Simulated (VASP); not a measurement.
# BiTe in VASP: notebook, part 2 of 2

VASP 6.6.1. The steps go on from the part before.

## (4) Single point, PBE

This run uses another cell than the first one, of 42.29 Å³/atom.

Input file INCAR:

```
  PREC = Accurate
  ENCUT = 520
  EDIFF = 1E-6
  ISMEAR = 0
  SIGMA = 0.05
  LREAL = F
  LASPH = T
  NELM = 60
  ALGO = Normal
  ISIF = 2
  LWAVE = F
  LCHARG = T
  GGA = PE
  LELF = T
  LVHAR = T
  NBANDS = 29
```

Input file KPOINTS:

```
Automatic mesh
0
Gamma
  8 8 4
```

Input file POSCAR:

```
BiTe
1.0
    5.5060764164      0.0000000000      0.0000000000
   -2.7530382082      4.7684020518      0.0000000000
    0.0000000000      0.0000000000      6.4429753597
Bi Te
2 2
Direct
    0.6666666667      0.3333333333      0.0626000000
    0.3333333333      0.6666666667      0.5626000000
    0.6702990173      0.3333333333      0.5626000000
    0.3333333333      0.6666666667      0.0626000000
```

Potentials or basis: VASP PAW PBE potentials, release 64 (Bi_d, Te).

The run is started by

```console
$ cat potpaw_PBE.64/Bi_d/POTCAR potpaw_PBE.64/Te/POTCAR > POTCAR
$ mpirun -np 1 vasp_std > vasp.out
```

OUTCAR:

```text
PREC = Accurate
   ENCUT = 520
   EDIFF = 1E-6
   ISMEAR = 0
   LREAL = F
   LASPH = T
   NELM = 60
   ISIF = 2
   GGA = PE

 ion  position               nearest neighbor table
   1  0.667  0.333  0.063-   4 3.18   4 3.18   4 3.18   3 3.22   3 3.22
   2  0.333  0.667  0.563-   3 3.16   3 3.18   3 3.20   4 3.22   4 3.22
   3  0.670  0.333  0.563-   2 3.16   2 3.18   2 3.20   1 3.22   1 3.22
   4  0.333  0.667  0.063-   1 3.18   1 3.18   1 3.18   2 3.22   2 3.22

  LATTYP: Found a hexagonal cell.
 ALAT       =     5.5060764164
 C/A-ratio  =     1.1701572722

  Lattice vectors:

 A1 = (   5.5060764164,   0.0000000000,   0.0000000000)
 A2 = (  -2.7530382082,   4.7684020518,   0.0000000000)
 A3 = (   0.0000000000,   0.0000000000,   6.4429753597)

Analysis of symmetry for initial positions (statically):
=====================================================================
 Subroutine PRICEL returns:
 Original cell was already a primitive cell.

 Routine SETGRP: Setting up the symmetry group for a
 hexagonal supercell.

 Subroutine GETGRP returns: Found  2 space group operations
 (whereof  1 operations were pure point group operations)
 out of a pool of 24 trial point group operations.

The static configuration has the point symmetry C_1 .
 The point group associated with its full space group is C_1h.

Analysis of symmetry for dynamics (positions and initial velocities):
=====================================================================
 Subroutine PRICEL returns:
 Original cell was already a primitive cell.

 Routine SETGRP: Setting up the symmetry group for a
 hexagonal supercell.

 Subroutine GETGRP returns: Found  2 space group operations
 (whereof  1 operations were pure point group operations)
 out of a pool of 24 trial point group operations.

The dynamic configuration has the point symmetry C_1 .
[... 121 lines left out ...]
   IALGO  =     38    algorithm
   IMIX   =      4    mixing-type and parameters
     AMIX     =   0.40;   BMIX     =  1.00
     AMIX_MAG =   1.60;   BMIX_MAG =  1.00
  volume/ion in A,a.u.               =      42.29       285.39
  Fermi-wavevector in a.u.,A,eV,Ry     =   1.028942  1.944418 14.404772  1.058721
  Thomas-Fermi vector in A             =   2.162964
   LORBIT       =      0    0 simple, 1 ext, 2 COOP (PROOUT), +10 PAW based schemes
   GGA     = PE    functional components
   LHFCALC =     F    Hartree Fock is set to
   AEXX    =    0.0000 exact exchange contribution
   IVDW    =     0    specifies the selected vdW correction
   LEPSILON=     F    determine dielectric tensor
   LRPA    =     F    only Hartree local field effects (RPA)
 non-spin polarized calculation
 Gauss-broadening in eV      SIGMA  =   0.05
  energy-cutoff  :      520.00
  volume of cell :      169.16
 maximum number of plane-waves:      4572
 NGX is ok and might be reduce to    42
   NGX = 21   NGY = 21   NGZ = 23

 number of electron      42.0000019 magnetization

 Free energy of the ion-electron system (eV)
  ---------------------------------------------------
  ext. energy  EPLUGINS =         0.00000000
  ---------------------------------------------------
  free energy    TOTEN  =       -13.74423293 eV

  energy without entropy =      -13.73897347  energy(sigma->0) =      -13.74160320

 E-fermi :   4.6521     XC(G=0):  -8.1905

 val. band max:        4.6505648768   @ k =   0.5000  -0.1250   0.0000
 cond. band min:       4.6522283785   @ k =   0.5000   0.3750   0.0000
 fundamental gap:      0.0016635016
 Fermi energy:         4.6521055613

 k-point     1 :       0.0000    0.0000    0.0000
  band No.  band energies     occupation
      1     -18.6694      2.00000
      2     -18.6693      2.00000
      3     -18.6672      2.00000
      4     -18.6663      2.00000
      5     -18.6445      2.00000
      6     -18.6406      2.00000
[... 757 lines left out ...]
     28       8.6631      0.00000
     29       9.2793      0.00000

 [... further k-points ...]

------------------------ aborting loop because EDIFF is reached ----------------------------------------

  FORCE on cell =-STRESS in cart. coord.  units (eV):
  Direction    XX          YY          ZZ          XY          YZ          ZX
  --------------------------------------------------------------------------------------
  -------------------------------------------------------------------------------------
  Total       -0.0258427     -0.0215168     -0.0353560      0.0226016      0.0000000      0.0000000
  in kB       -0.2447637     -0.2037916     -0.3348672      0.2140667      0.0000000      0.0000000
  external PRESSURE =      -0.2611408 kB  Pullay stress =       0.0000000 kB

 VOLUME and BASIS-vectors are now :
 -----------------------------------------------------------------------------
  energy-cutoff  :      520.00
  volume of cell :      169.16
      direct lattice vectors                 reciprocal lattice vectors
     5.506076416  0.000000000  0.000000000     0.181617530  0.104856930  0.000000000
    -2.753038208  4.768402052  0.000000000     0.000000000  0.209713860  0.000000000
     0.000000000  0.000000000  6.442975360     0.000000000  0.000000000  0.155207795

 POSITION                                       TOTAL-FORCE (eV/Angst)
 -----------------------------------------------------------------------------------
      2.75304      1.58947      0.40333         0.001388      0.000061      0.000000
     -0.00000      3.17893      3.62482        -0.000047     -0.002936      0.000000
      2.77304      1.58947      3.62482        -0.016839      0.002999      0.000000
     -0.00000      3.17893      0.40333         0.015497     -0.000124      0.000000
 -----------------------------------------------------------------------------------
    total drift:                               -0.000045     -0.000006      0.000011

  FREE ENERGIE OF THE ION-ELECTRON SYSTEM (eV)
  ---------------------------------------------------
  free  energy   TOTEN  =       -13.7442329274 eV

  energy  without entropy=      -13.7389734655  energy(sigma->0) =      -13.74160320
```

OSZICAR:

```text
N       E                     dE             d eps       ncg     rms          rms(c)
DAV:   1     0.387492924784E+03    0.38749E+03   -0.19779E+04  6036   0.139E+03
DAV:   2     0.252815477513E+02   -0.36221E+03   -0.35352E+03  6190   0.359E+02
DAV:   3    -0.122902732791E+02   -0.37572E+02   -0.36881E+02  7474   0.135E+02
DAV:   4    -0.137656327593E+02   -0.14754E+01   -0.14697E+01  6732   0.284E+01
DAV:   5    -0.138392962787E+02   -0.73664E-01   -0.73657E-01  8123   0.611E+00    0.850E+00
DAV:   6    -0.137420300509E+02    0.97266E-01   -0.29410E-01  6817   0.252E+00    0.558E+00
DAV:   7    -0.137458902179E+02   -0.38602E-02   -0.10704E-01  7395   0.138E+00    0.433E-01
DAV:   8    -0.137436180079E+02    0.22722E-02   -0.17257E-02  6519   0.763E-01    0.360E-01
DAV:   9    -0.137441786848E+02   -0.56068E-03   -0.25648E-03  6263   0.331E-01    0.168E-01
DAV:  10    -0.137441695734E+02    0.91114E-05   -0.10330E-04  7584   0.123E-01    0.891E-02
DAV:  11    -0.137441882575E+02   -0.18684E-04   -0.22819E-05  6500   0.336E-02    0.392E-02
DAV:  12    -0.137442281471E+02   -0.39890E-04   -0.66656E-05  6061   0.377E-02    0.421E-02
DAV:  13    -0.137442298213E+02   -0.16742E-05   -0.25198E-06  5819   0.129E-02    0.234E-02
DAV:  14    -0.137442331439E+02   -0.33226E-05   -0.63150E-06  5894   0.195E-02    0.161E-02
DAV:  15    -0.137442329274E+02    0.21654E-06   -0.76350E-07  4201   0.693E-03
   1 F= -.13744233E+02 E0= -.13741603E+02  d E =-.525946E-02
```

stdout:

```text
POSCAR found type information on POSCAR BiTe
 POSCAR found :  2 types and       4 ions
 scaLAPACK will be used
 LDA part: xc-table for (Slater+PW92), standard interpolation
 POSCAR, INCAR and KPOINTS ok, starting setup
 FFT: planning ... GRIDC
 FFT: planning ... GRID_SOFT
 FFT: planning ... GRID
 WAVECAR not read
 entering main loop
```

It took 6.5 min on 1 thread of Intel Xeon Platinum 8488C (Sapphire Rapids), shared host; peak memory 0.58 GiB.

What came out:

| Item | Value |
| --- | --- |
| Free energy | -13.7442 eV |
| Pressure | 0.0 GPa |
| Largest force | 0.017 eV/Å |
| Band gap on the k mesh | zero (bands 21 and 22 overlap by 1.06 eV) |

Forces in eV/Å, atoms in the order of the input:
```
Bi   0.001  0.000  0.000
Bi   0.000 -0.003  0.000
Te  -0.017  0.003  0.000
Te   0.015  0.000  0.000
```

Caveat: spin-orbit coupling is left out, which moves the levels of the heavy elements.

## (5) Summary

```tsv
task	cell	cutoff (eV)	gap on the mesh (eV)	pressure (GPa)
relaxation of shape and atoms at fixed volume	relaxed from a = 5.636, b = 5.636, c = 6.579 Å, angles 90.0, 90.0, 120.0°, 4 atoms, atomic positions A	600	none	-1.9
relaxation of shape and atoms at fixed volume	relaxed from a = 5.696, b = 5.696, c = 6.623 Å, angles 90.0, 90.0, 120.0°, 4 atoms, atomic positions A	600	none	-2.6
single point	a = 5.506, b = 5.506, c = 6.443 Å, angles 90.0, 90.0, 120.0°, 4 atoms, atomic positions B	520	none	0.0
```

Alike in all rows: level PBE; potentials or basis VASP PAW PBE potentials, release 64 (Bi_d, Te); no spin polarisation; k mesh 8 × 8 × 4; smearing gaussian 0.05 eV.

Caveats: spin-orbit coupling is left out, which moves the levels of the heavy elements.

Total energies depend on the potentials used, so only differences within one code and one set of settings carry meaning.
